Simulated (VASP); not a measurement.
**Zn: single point with r2SCAN**

Crystal: Zn.

```xyz
2
Lattice="2.6187 0.0000 0.0000 -1.3094 2.2679 0.0000 0.0000 0.0000 4.8389" Properties=species:S:1:pos:R:3 pbc="T T T"
Zn    0.0000    1.5119    1.2097
Zn    1.3094    0.7560    3.6292
```

| Item | Value |
| --- | --- |
| Program | VASP 6.6.1 |
| Task | single point |
| Functional | r2SCAN |
| Potentials or basis | VASP PAW PBE potentials, release 64 (Zn) |
| Cutoff | 520 eV |
| k mesh | 14 × 14 × 7 |
| Occupations | methfessel-paxton, width 0.01 eV |
| Spin | no spin polarisation |
| Dipole correction | no |
| Further INCAR settings | ALGO = Normal; EDIFF = 1e-06; NBANDS = 19 |

The pressure is 0.5 GPa. The band gap on the k mesh is zero (bands 12 and 13 overlap by 4.50 eV).

Stress tensor (GPa, compression positive):
```
 1.43  0.00  0.00
 0.00  1.43  0.00
 0.00  0.00 -1.36
```

Levels at points of the mesh, in eV from the Fermi level:
```csv
k point,band 9,band 10,band 11,band 12,band 13,band 14,band 15,band 16
"(0.00, 0.00, 0.00)",-7.60,-7.36,-7.36,-3.96,-2.89,15.22,18.77,19.25
"(0.50, 0.00, 0.00)",-7.16,-7.14,-3.08,-2.17,3.14,3.94,4.96,6.21
```

Run time: 2.4 min on 1 thread of Intel(R) Xeon(R) 6975P-C (Granite Rapids) (shared host), peak memory 0.17 GiB.

Caveat: the PAW data sets were made with another functional, which shifts forces and pressure a little.
